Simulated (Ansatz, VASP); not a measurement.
## One calculation of CrGe15, two programs

File INCAR:

```
PREC = Accurate ; ENCUT = 520
EDIFF = 1E-6 ; ISMEAR = 0
SIGMA = 0.05 ; LREAL = Auto
LASPH = True ; NELM = 150
ALGO = Normal ; ISIF = 2
LWAVE = False ; LCHARG = False
ISPIN = 2 ; MAGMOM = 4.07 0.02 0.02 0.02 0.02 0.02 0.02 0 0 0 0 0.01 0 0.01 0.01 0.01
LORBIT = 11 ; LMAXMIX = 4
LDAU = True ; LDAUTYPE = 2
LDAUL = 2 -1 ; LDAUU = 3 0
LDAUJ = 0 0 ; LDAUPRINT = 1
GGA = PS ; NBANDS = 129
```

The input KPOINTS:

```
Automatic mesh
0
Gamma
  3 3 3
```

POSCAR

```
CrGe15
1.0
    0.0000000000      5.6575400000      5.6575400000
    5.6575400000      0.0000000000      5.6575400000
    5.6575400000      5.6575400000      0.0000000000
Cr Ge
1 15
Direct
    0.0000000000      1.0000000000      1.0000000000
    0.0006439391      0.0006439391      0.4993560609
    0.0006439391      0.4993560609      0.0006439391
    0.0006439391      0.4993560609      0.4993560609
    0.4993560609      0.0006439391      0.0006439391
    0.4993560609      0.0006439391      0.4993560609
    0.4993560609      0.4993560609      0.0006439391
    0.5000000000      0.5000000000      0.5000000000
    0.1271381710      0.1271381710      0.1271381710
    0.1271381710      0.1271381710      0.6185854871
    0.1271381710      0.6185854871      0.1271381710
    0.1250830096      0.6249723301      0.6249723301
    0.6185854871      0.1271381710      0.1271381710
    0.6249723301      0.1250830096      0.6249723301
    0.6249723301      0.6249723301      0.1250830096
    0.6249723301      0.6249723301      0.6249723301
```

Input for Ansatz:

```yaml
crystal:
  lattice:
    - [0.0, 5.65754, 5.65754]
    - [5.65754, 0.0, 5.65754]
    - [5.65754, 5.65754, 0.0]
  atoms:
    - { symbol: Cr, position: [0.0, 1.0, 1.0], spin: 2.0 }
    - { symbol: Ge, position: [0.0006439391, 0.0006439391, 0.4993560609] }
    - { symbol: Ge, position: [0.0006439391, 0.4993560609, 0.0006439391] }
    - { symbol: Ge, position: [0.0006439391, 0.4993560609, 0.4993560609] }
    - { symbol: Ge, position: [0.4993560609, 0.0006439391, 0.0006439391] }
    - { symbol: Ge, position: [0.4993560609, 0.0006439391, 0.4993560609] }
    - { symbol: Ge, position: [0.4993560609, 0.4993560609, 0.0006439391] }
    - { symbol: Ge, position: [0.5, 0.5, 0.5] }
    - { symbol: Ge, position: [0.127138171, 0.127138171, 0.127138171] }
    - { symbol: Ge, position: [0.127138171, 0.127138171, 0.6185854871] }
    - { symbol: Ge, position: [0.127138171, 0.6185854871, 0.127138171] }
    - { symbol: Ge, position: [0.1250830096, 0.6249723301, 0.6249723301] }
    - { symbol: Ge, position: [0.6185854871, 0.127138171, 0.127138171] }
    - { symbol: Ge, position: [0.6249723301, 0.1250830096, 0.6249723301] }
    - { symbol: Ge, position: [0.6249723301, 0.6249723301, 0.1250830096] }
    - { symbol: Ge, position: [0.6249723301, 0.6249723301, 0.6249723301] }
basis:
  ecutwfc: 420
  ecutrho_ratio: 4
kpoints:
  mp_grid: { grid: [3, 3, 3] }
hamiltonian:
  xc: pbesol
  hubbard:
    sites:
      - { site: 0, l: d, u_eff: 3.0, starting_ns: [{ spin: up, occupation_matrix: s0up }, { spin: down, occupation_matrix: s0down }] }
    occupation_matrices:
      s0up:
        matrix:
          - [0.73413, 0.0, -0.41042, 0.0, 0.0]
          - [0.0, 0.02, 0.0, 0.0, 0.0]
          - [-0.41042, 0.0, 0.25587, 0.0, 0.0]
          - [0.0, 0.0, 0.0, 0.73413, 0.41042]
          - [0.0, 0.0, 0.0, 0.41042, 0.25587]
      s0down:
        matrix:
          - [0.02, 0.0, 0.0, 0.0, 0.0]
          - [0.0, 0.02, 0.0, 0.0, 0.0]
          - [0.0, 0.0, 0.02, 0.0, 0.0]
          - [0.0, 0.0, 0.0, 0.02, 0.0]
          - [0.0, 0.0, 0.0, 0.0, 0.02]
    ns_hold: { iters: 5 }
scf:
  occupations: { method: gaussian, width: 0.05 }
  lower_state_search: "off"
  max_iter: 150
output:
  forces: true
  stress: true
  eigenvalues: true
  populations: true
  hubbard: { sites: [{ site: 0, l: d }] }
magnetization:
  spin_polarized: true
```

Alike in both runs: task single point; functional PBEsol; k mesh 3 × 3 × 3; occupations gaussian, width 0.05 eV; collinear spin; Hubbard terms Cr d U = 3.0 eV.

|  | VASP | Ansatz |
| --- | --- | --- |
| version | VASP 6.6.1 | Ansatz 0.2.0 |
| potentials or method | VASP PAW PBE potentials, release 64 (Cr_pv, Ge_d), cutoff 520 eV | scalar-relativistic, plane waves, PAW |
| valence electrons in the cell | 222 | 224 |

Ansatz gave:

```
gap on the k mesh at the Fermi level (eV)                     : none
pressure (GPa)                                                : 1.7
rms of the force components (eV/Å)                            : 0.002
net moment per atom (μB)                                      : 0.30
size of the moment on the site where the two differ most (μB) : 3.70
```

Problem. Which values does VASP return?

Solution. gap on the k mesh at the Fermi level (eV): none; pressure (GPa): 1.5; rms of the force components (eV/Å): 0.024; net moment per atom (μB): 0.30; size of the moment on the site where the two differ most (μB): 3.96.

VASP's potentials were made for PBE, not for PBEsol. Site moments also hang on the region over which each program counts them. The programs project onto different local orbitals, so the same U acts differently, and such runs can settle in different states. Atom by atom the forces differ by 0.023 eV/Å (rms over components). A gap of «none» marks a metal or a gap that the smearing closes. VASP's potentials hold 222 valence electrons a cell and Ansatz's 224, so a difference there can come from the potentials and not from the codes. Ansatz's warnings: filled band counts differ across k points, specified occupation not kept, symmetry narrowed by occupation matrices.
